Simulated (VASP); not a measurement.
Here is a VASP 6.6.1 calculation.

Contents of INCAR:

```
SYSTEM = Si16Ge
PREC = Accurate ; ENCUT = 520
EDIFF = 1E-6 ; ISMEAR = 0
SIGMA = 0.02 ; LREAL = Auto
LASPH = .True. ; NELM = 60
ALGO = Normal ; ISIF = 2
LWAVE = .False. ; LCHARG = .True.
GGA = PE ; IVDW = 12
LELF = .True. ; LVHAR = .True.
NBANDS = 53
```

The input KPOINTS:

```
Automatic mesh
0
Gamma
  2 2 2
  0 0 0
```

POSCAR

```
Si16Ge
1.0
    0.0000000000      5.4300000000      5.4300000000
    5.4300000000      0.0000000000      5.4300000000
    5.4300000000      5.4300000000      0.0000000000
Si Ge
16 1
Direct
   -0.0237952118     -0.0245147330      0.0735764273
    0.1271020258      0.1270578269      0.1396992634
    0.0128149171      0.0100046041      0.5118403315
    0.1024375691      0.1022605893      0.6937959484
    0.0166948435      0.4977685083     -0.0117034991
    0.1272352670      0.6069229282      0.1392744936
    0.0132279926      0.4659596685      0.5113629834
    0.1603131676      0.6117347145      0.6165558932
    0.4976581952      0.0187403315     -0.0143276243
    0.6081668508      0.1278333333      0.1368001842
    0.4645758748      0.0139740331      0.5085329650
    0.6116269797      0.1598396869      0.6135671271
    0.4976872007      0.4984842541     -0.0144529466
    0.6486692449      0.6502103131      0.0514515654
    0.5224401473      0.5234909761      0.4312405157
    0.6120130755      0.6156036832      0.6134084715
    0.8123976059      0.8128662983      0.5626462247
```

Potentials or basis: VASP PAW PBE potentials, release 64 (Si, Ge_d).

Run with:

```bash
$ cat potpaw_PBE.64/Si/POTCAR potpaw_PBE.64/Ge_d/POTCAR > POTCAR
$ mpirun -np 1 vasp_std > vasp.out
```

Problem. What does it give for the band gap on the k mesh?

Solution. 0.10 eV.

Problem. Predict the pressure.

Solution. 2.5 GPa.

Problem. What does it give for the dispersion energy per atom?

Solution. -0.333 eV.

Stress tensor (GPa, compression positive):
```
 2.57 -0.61  0.72
-0.61  2.33  0.62
 0.72  0.62  2.60
```

Caveat: the k points lie up to 0.50 Å⁻¹ apart; semilocal functionals underestimate gaps, and a narrow one can read as zero.
